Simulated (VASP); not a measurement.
# Cs2SnI6 (Fm-3m) in VASP: a series of runs

The runs below take Cs2SnI6 through single point, relaxation of cell and atoms, with PBE.

All numbers are computed with VASP 6.6.1; they aren't measurements. Logs are shortened: lines on timing, memory, paths and dates and some standing lists are left out, and cuts for length are marked.

**What was measured.**

“Changes in charge density vs changes in formal oxidation states: The case of Sn halide perovskites and their ordered vacancy analogues”, 2017, arxiv:1705.01565 reports, for a powder of Cs2SnI6: band gap 1.3 eV (optical).

The results are compared with them further down.

## Step 1: The cell of the first run

Symmetry: Fm-3m, No. 225, cubic system. Conventional cell: a = 12.039 Å, b = 12.039 Å, c = 12.039 Å, α = 90.00°, β = 90.00°, γ = 90.00°. Cs (site symmetry -43m) has 12 I at 4.26 Å and 4 Sn at 5.21 Å within 5.6 Å. Within 3.8 Å of Sn (site symmetry m-3m) lie 6 I at 2.91 Å. Within 3.8 Å of I (site symmetry 4mm) lie 1 Sn at 2.91 Å.

## Step 2: Single point, PBE

INCAR

```
SYSTEM = Cs2SnI6
  ALGO = Normal
  EDIFF = 1E-6
  ENCUT = 500
  GGA = PE
  GGA_COMPAT = .FALSE.
  ISIF = 2
  ISMEAR = 0
  LASPH = .TRUE.
  LCHARG = .FALSE.
  LREAL = .FALSE.
  LWAVE = .FALSE.
  NBANDS = 47
  NELM = 120
  PREC = Accurate
  SIGMA = 0.05
```

KPOINTS

```
k-points
0
G
  4 4 4
  0 0 0
```

POSCAR

```
Cs2SnI6
1.0
    0.0000000000      6.0195734938      6.0195734938
    6.0195734938      0.0000000000      6.0195734938
    6.0195734938      6.0195734938      0.0000000000
Cs Sn I
2 1 6
Direct
    0.2500000000      0.2500000000      0.2500000000
    0.7500000000      0.7500000000      0.7500000000
    0.0000000000      0.0000000000      0.0000000000
    0.7582198590      0.2417801410      0.2417801410
    0.2417801410      0.7582198590      0.2417801410
    0.2417801410      0.7582198590      0.7582198590
    0.7582198590      0.2417801410      0.7582198590
    0.2417801410      0.2417801410      0.7582198590
    0.7582198590      0.7582198590      0.2417801410
```

Potentials or basis: VASP PAW PBE potentials, release 64 (Cs_sv, Sn_d, I).

Command:

```
$ cat potpaw_PBE.64/Cs_sv/POTCAR potpaw_PBE.64/Sn_d/POTCAR potpaw_PBE.64/I/POTCAR > POTCAR
$ mpirun -np 1 vasp_std > vasp.out
```

OUTCAR:

```text
SYSTEM = Cs2SnI6
   EDIFF = 1E-6
   ENCUT = 500
   GGA = PE
   ISIF = 2
   ISMEAR = 0
   LASPH = .TRUE.
   LREAL = .FALSE.
   NELM = 120
   PREC = Accurate

 ion  position               nearest neighbor table
   1  0.250  0.250  0.250-
   2  0.750  0.750  0.750-
   3  0.000  0.000  0.000-   4 2.91   5 2.91   6 2.91   7 2.91   8 2.91   9 2.91
   4  0.758  0.242  0.242-   3 2.91
   5  0.242  0.758  0.242-   3 2.91
   6  0.242  0.758  0.758-   3 2.91
   7  0.758  0.242  0.758-   3 2.91
   8  0.242  0.242  0.758-   3 2.91
   9  0.758  0.758  0.242-   3 2.91

  LATTYP: Found a face centered cubic cell.
 ALAT       =    12.0391469876

  Lattice vectors:

 A1 = (   0.0000000000,   6.0195734938,   6.0195734938)
 A2 = (   6.0195734938,   0.0000000000,   6.0195734938)
 A3 = (   6.0195734938,   6.0195734938,   0.0000000000)

Analysis of symmetry for initial positions (statically):
=====================================================================
 Subroutine PRICEL returns:
 Original cell was already a primitive cell.

 Routine SETGRP: Setting up the symmetry group for a
 face centered cubic supercell.

 Subroutine GETGRP returns: Found 48 space group operations
 (whereof 48 operations were pure point group operations)
 out of a pool of 48 trial point group operations.

The static configuration has the point symmetry O_h .

Analysis of symmetry for dynamics (positions and initial velocities):
=====================================================================
 Subroutine PRICEL returns:
 Original cell was already a primitive cell.

 Routine SETGRP: Setting up the symmetry group for a
 face centered cubic supercell.

 Subroutine GETGRP returns: Found 48 space group operations
 (whereof 48 operations were pure point group operations)
 out of a pool of 48 trial point group operations.

The dynamic configuration has the point symmetry O_h .

 Subroutine INISYM returns: Found 48 space group operations
 (whereof 48 operations are pure point group operations),
 and found     1 'primitive' translations

----------------------------------------------------------------------------------------

                                     Primitive cell

  volume of cell :     436.2417

  direct lattice vectors                    reciprocal lattice vectors
     0.000000000  6.019573494  6.019573494    -0.083062363  0.083062363  0.083062363
     6.019573494  0.000000000  6.019573494     0.083062363 -0.083062363  0.083062363
     6.019573494  6.019573494  0.000000000     0.083062363  0.083062363 -0.083062363

  length of vectors
     8.512962475  8.512962475  8.512962475     0.143868233  0.143868233  0.143868233

  position of ions in fractional coordinates (direct lattice)
     0.250000000  0.250000000  0.250000000
     0.750000000  0.750000000  0.750000000
     0.000000000  0.000000000  0.000000000
     0.758219859  0.241780141  0.241780141
     0.241780141  0.758219859  0.241780141
     0.241780141  0.758219859  0.758219859
     0.758219859  0.241780141  0.758219859
     0.241780141  0.241780141  0.758219859
     0.758219859  0.758219859  0.241780141

  ion indices of the primitive-cell ions
   primitive index   ion index
                 1           1
                 2           2
                 3           3
                 4           4
                 5           5
                 6           6
                 7           7
                 8           8
                 9           9

----------------------------------------------------------------------------------------

 KPOINTS: k-points

Automatic generation of k-mesh.
 Grid dimensions read from file:
 generate k-points for:    4    4    4

 Generating k-lattice:

  Cartesian coordinates                     Fractional coordinates (reciprocal lattice)
    -0.020765591  0.020765591  0.020765591     0.250000000  0.000000000  0.000000000
     0.020765591 -0.020765591  0.020765591     0.000000000  0.250000000  0.000000000
     0.020765591  0.020765591 -0.020765591     0.000000000  0.000000000  0.250000000

  Length of vectors
     0.035967058  0.035967058  0.035967058

  Shift w.r.t. Gamma in fractional coordinates (k-lattice)
     0.000000000  0.000000000  0.000000000

 Subroutine IBZKPT returns following result:
 ===========================================

 Found      8 irreducible k-points:

 Following reciprocal coordinates:
            Coordinates               Weight
  0.000000  0.000000  0.000000      1.000000
  0.250000  0.000000  0.000000      8.000000
  0.500000  0.000000  0.000000      4.000000
  0.250000  0.250000  0.000000      6.000000
  0.500000  0.250000  0.000000     24.000000
 -0.250000  0.250000  0.000000     12.000000
  0.500000  0.500000  0.000000      3.000000
 -0.250000  0.500000  0.250000      6.000000
   k-points           NKPTS =      8   k-points in BZ     NKDIM =      8   number of bands    NBANDS=     47
   number of dos      NEDOS =    301   number of ions     NIONS =      9
   total plane-waves  NPLWV = 262144
   dimension x,y,z NGX =    64 NGY =   64 NGZ =   64
   dimension x,y,z NGXF=   128 NGYF=  128 NGZF=  128
   ions per type =               2   1   6
   NGX,Y,Z   is equivalent  to a cutoff of  12.50, 12.50, 12.50 a.u.
   NGXF,Y,Z  is equivalent  to a cutoff of  25.00, 25.00, 25.00 a.u.
 SYSTEM =  Cs2SnI6
   PREC   = accura    normal or accurate (medium, high low for compatibility)
   ISTART =      0    job   : 0-new  1-cont  2-samecut
   ICHARG =      2    charge: 1-file 2-atom 10-const
   ISPIN  =      1    spin polarized calculation?
   LNONCOLLINEAR =      F non collinear calculations
   LSORBIT =      F    spin-orbit coupling
   LASPH  =      T    aspherical Exc in radial PAW
   ENCUT  =  500.0 eV  36.75 Ry    6.06 a.u.  15.52 15.52 15.52*2*pi/ulx,y,z
   NELM   =    120;   NELMIN=  2; NELMDL= -5     # of ELM steps
   EDIFF  = 0.1E-05   stopping-criterion for ELM
   LREAL  =      F    real-space projection
   EDIFFG = 0.1E-04   stopping-criterion for IOM
   NSW    =      0    number of steps for IOM
   IBRION =     -1    ionic relax: 0-MD 1-quasi-New 2-CG
   NFREE  =      0    steps in history (QN), initial steepest desc. (CG)
   ISIF   =      2    stress and relaxation
   ISYM   =      2    0-nonsym 1-usesym 2-fastsym
   POTIM  = 0.5000    time-step for ionic-motion
   TEBEG  =    0.0;   TEEND  =   0.0 temperature during run
   PSTRESS=    0.0 pullay stress
   NELECT =      74.0000    total number of electrons
   NUPDOWN=      -1.0000    fix difference up-down
   EMIN   =  10.00;   EMAX   =-10.00  energy-range for DOS
   EFERMI =   0.00;   METHOD = LEGACY
   ISMEAR =     0;   SIGMA  =   0.05  broadening in eV -4-tet -1-fermi 0-gaus
   EFERMI_NEDOS =   21; number of points for ismear=-14 and -15
   IALGO  =     38    algorithm
   IMIX   =      4    mixing-type and parameters
     AMIX     =   0.40;   BMIX     =  1.00
     AMIX_MAG =   1.60;   BMIX_MAG =  1.00
  volume/ion in A,a.u.               =      48.47       327.10
  Fermi-wavevector in a.u.,A,eV,Ry     =   0.906240  1.712544 11.174059  0.821270
  Thomas-Fermi vector in A             =   2.029904
   LORBIT       =      0    0 simple, 1 ext, 2 COOP (PROOUT), +10 PAW based schemes
   GGA     = PE    functional components
   LHFCALC =     F    Hartree Fock is set to
   AEXX    =    0.0000 exact exchange contribution
   IVDW    =     0    specifies the selected vdW correction
   LEPSILON=     F    determine dielectric tensor
   LRPA    =     F    only Hartree local field effects (RPA)
 non-spin polarized calculation
 Gauss-broadening in eV      SIGMA  =   0.05
  energy-cutoff  :      500.00
  volume of cell :      436.24
 maximum number of plane-waves:     11096
 NGX is ok and might be reduce to    64
   NGX = 31   NGY = 31   NGZ = 31

 number of electron      74.0000011 magnetization

 Free energy of the ion-electron system (eV)
  ---------------------------------------------------
  ext. energy  EPLUGINS =         0.00000000
  ---------------------------------------------------
  free energy    TOTEN  =       -22.98186748 eV

  energy without entropy =      -22.98186508  energy(sigma->0) =      -22.98186628

 E-fermi :   1.2380     XC(G=0):  -7.4916

 val. band max:        1.1016471617   @ k =   0.0000   0.0000   0.0000
 cond. band min:       1.3602577991   @ k =   0.0000   0.0000   0.0000
 fundamental gap:      0.2586106374
 Fermi energy:         1.2380499653

 k-point     1 :       0.0000    0.0000    0.0000
  band No.  band energies     occupation
      1     -20.2502      2.00000
      2     -20.2502      2.00000
      3     -20.2083      2.00000
      4     -20.2083      2.00000
      5     -20.2083      2.00000
      6     -19.3912      2.00000
[... 39 lines left out ...]
     46       6.3866      0.00000
     47       6.3866      0.00000

 k-point     2 :       0.2500    0.0000    0.0000
  band No.  band energies     occupation
      1     -20.2502      2.00000
      2     -20.2502      2.00000
      3     -20.2083      2.00000
      4     -20.2083      2.00000
      5     -20.2083      2.00000
      6     -19.3909      2.00000
[... 39 lines left out ...]
     46       6.7287      0.00000
     47       6.7968      0.00000

 k-point     3 :       0.5000    0.0000    0.0000
  band No.  band energies     occupation
      1     -20.2502      2.00000
      2     -20.2502      2.00000
      3     -20.2083      2.00000
      4     -20.2083      2.00000
      5     -20.2083      2.00000
      6     -19.3902      2.00000
[... 39 lines left out ...]
     46       6.8308      0.00000
     47       6.8308      0.00000

 k-point     4 :       0.2500    0.2500    0.0000
  band No.  band energies     occupation
      1     -20.2502      2.00000
      2     -20.2502      2.00000
      3     -20.2083      2.00000
      4     -20.2083      2.00000
      5     -20.2083      2.00000
      6     -19.3909      2.00000
[... 39 lines left out ...]
     46       6.6217      0.00000
     47       6.9849      0.00000

 k-point     5 :       0.5000    0.2500    0.0000
  band No.  band energies     occupation
      1     -20.2502      2.00000
      2     -20.2502      2.00000
      3     -20.2083      2.00000
      4     -20.2083      2.00000
      5     -20.2083      2.00000
      6     -19.3904      2.00000
[... 39 lines left out ...]
     46       7.0189      0.00000
     47       7.2947      0.00000

 k-point     6 :      -0.2500    0.2500    0.0000
  band No.  band energies     occupation
      1     -20.2502      2.00000
      2     -20.2502      2.00000
      3     -20.2083      2.00000
      4     -20.2083      2.00000
      5     -20.2083      2.00000
      6     -19.3905      2.00000
[... 39 lines left out ...]
     46       7.0174      0.00000
     47       7.1393      0.00000

 k-point     7 :       0.5000    0.5000    0.0000
  band No.  band energies     occupation
      1     -20.2502      2.00000
      2     -20.2502      2.00000
      3     -20.2083      2.00000
      4     -20.2083      2.00000
      5     -20.2083      2.00000
      6     -19.3905      2.00000
[... 39 lines left out ...]
     46       7.1489      0.00000
     47       7.3481      0.00000

 k-point     8 :      -0.2500    0.5000    0.2500
  band No.  band energies     occupation
      1     -20.2502      2.00000
      2     -20.2502      2.00000
      3     -20.2083      2.00000
      4     -20.2083      2.00000
      5     -20.2083      2.00000
      6     -19.3902      2.00000
[... 39 lines left out ...]
     46       7.2096      0.00000
     47       7.2164      0.00000

------------------------ aborting loop because EDIFF is reached ----------------------------------------

  FORCE on cell =-STRESS in cart. coord.  units (eV):
  Direction    XX          YY          ZZ          XY          YZ          ZX
  --------------------------------------------------------------------------------------
  -------------------------------------------------------------------------------------
  Total        0.0197008      0.0197008      0.0197008     -0.0000000      0.0000000      0.0000000
  in kB        0.0723549      0.0723549      0.0723549     -0.0000000      0.0000000      0.0000000
  external PRESSURE =       0.0723549 kB  Pullay stress =       0.0000000 kB

 VOLUME and BASIS-vectors are now :
 -----------------------------------------------------------------------------
  energy-cutoff  :      500.00
  volume of cell :      436.24
      direct lattice vectors                 reciprocal lattice vectors
     0.000000000  6.019573494  6.019573494    -0.083062363  0.083062363  0.083062363
     6.019573494  0.000000000  6.019573494     0.083062363 -0.083062363  0.083062363
     6.019573494  6.019573494  0.000000000     0.083062363  0.083062363 -0.083062363

 POSITION                                       TOTAL-FORCE (eV/Angst)
 -----------------------------------------------------------------------------------
      3.00979      3.00979      3.00979         0.000000      0.000000      0.000000
      9.02936      9.02936      9.02936        -0.000000     -0.000000     -0.000000
      0.00000      0.00000      0.00000        -0.000000      0.000000      0.000000
      2.91083      6.01957      6.01957        -0.002336      0.000000      0.000000
      6.01957      2.91083      6.01957        -0.000000     -0.002336      0.000000
      9.12832      6.01957      6.01957         0.002336      0.000000      0.000000
      6.01957      9.12832      6.01957        -0.000000      0.002336      0.000000
      6.01957      6.01957      2.91083        -0.000000      0.000000     -0.002336
      6.01957      6.01957      9.12832        -0.000000      0.000000      0.002336
 -----------------------------------------------------------------------------------
    total drift:                                0.000000     -0.000000      0.000000

  FREE ENERGIE OF THE ION-ELECTRON SYSTEM (eV)
  ---------------------------------------------------
  free  energy   TOTEN  =       -22.9818674750 eV

  energy  without entropy=      -22.9818650799  energy(sigma->0) =      -22.98186628
```

Wall time 6.7 min (1 thread of Intel Xeon 8259CL, shared host); peak memory 0.68 GiB.

Results:

* Free energy: -22.9819 eV
* Pressure: 0.0 GPa
* Band gap on the k mesh: 0.26 eV

Forces in eV/Å, atoms in the order of the input:
```
Cs   0.000  0.000  0.000
Cs   0.000  0.000  0.000
Sn   0.000  0.000  0.000
I   -0.002  0.000  0.000
I    0.000 -0.002  0.000
I    0.002  0.000  0.000
I    0.000  0.002  0.000
I    0.000  0.000 -0.002
I    0.000  0.000  0.002
```

Caveat: spin-orbit coupling is left out, which moves the levels of the heavy elements.

(Continued in part 2 of 2.)
